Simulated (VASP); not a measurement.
Write the native input for VASP 6.6.1 that does the following.

| Quantity | Value |
| --- | --- |
| Task | relaxation of the atoms |
| Functional | PBE |
| Potentials or basis | VASP PAW PBE potentials, release 64 (Al, O) |
| Cutoff | 520 eV |
| k mesh | 9 × 9 × 1 |
| Occupations | gaussian, width 0.1 eV |
| Spin | no spin polarisation |
| Dipole correction | yes |
| Atoms held fixed (from 0) | [0, 1, 2] |
| Further INCAR settings | ALGO = Normal; EDIFF = 1e-06; IBRION = 2; EDIFFG = -0.025; NSW = 36 |
| Atoms held along some axes (from 0) | atom 3 along a and b |

The structure of Al3O lies in POSCAR:

```
Al3O
1.0
    2.8567582918      0.0000000000      0.0000000000
    0.0000000000      2.8567582918      0.0000000000
    0.0000000000      0.0000000000     19.6746954317
Al O
3 1
Selective dynamics
Direct
    0.5000000000      0.5000000000      0.2033068321  F F F
    0.0000000000      0.0000000000      0.3092728609  F F F
    0.5000000000      0.5000000000      0.4154928578  F F F
    0.6666666667      0.8333333333      0.4773924338  F F T
```

The input as run:

INCAR

```
  PREC = Accurate
  ENCUT = 520
  EDIFF = 1E-6
  ISMEAR = 0
  SIGMA = 0.1
  LREAL = False
  LASPH = True
  NELM = 60
  ALGO = Normal
  ISIF = 2
  LWAVE = False
  LCHARG = False
  LDIPOL = True
  IDIPOL = 3
  DIPOL = 0.5 0.5 0.351
  GGA = PE
  IBRION = 2
  NSW = 36
  EDIFFG = -0.025
```

KPOINTS

```
regular mesh
0
Gamma
  9 9 1
```

Potentials or basis: VASP PAW PBE potentials, release 64 (Al, O).

Run with:

```console
$ cat potpaw_PBE.64/Al/POTCAR potpaw_PBE.64/O/POTCAR > POTCAR
$ mpirun -np 1 vasp_std > vasp.out
```

Results of the run:

```
Energy gained by relaxing : 1.3 meV/atom
Ionic steps               : 2
Band gap on the k mesh    : zero (an odd number of electrons rules out a gap without spin polarisation)
```

Run time: 2.3 min on 1 thread of Intel(R) Xeon(R) Platinum 8488C (Sapphire Rapids) (shared host), peak memory 0.31 GiB.
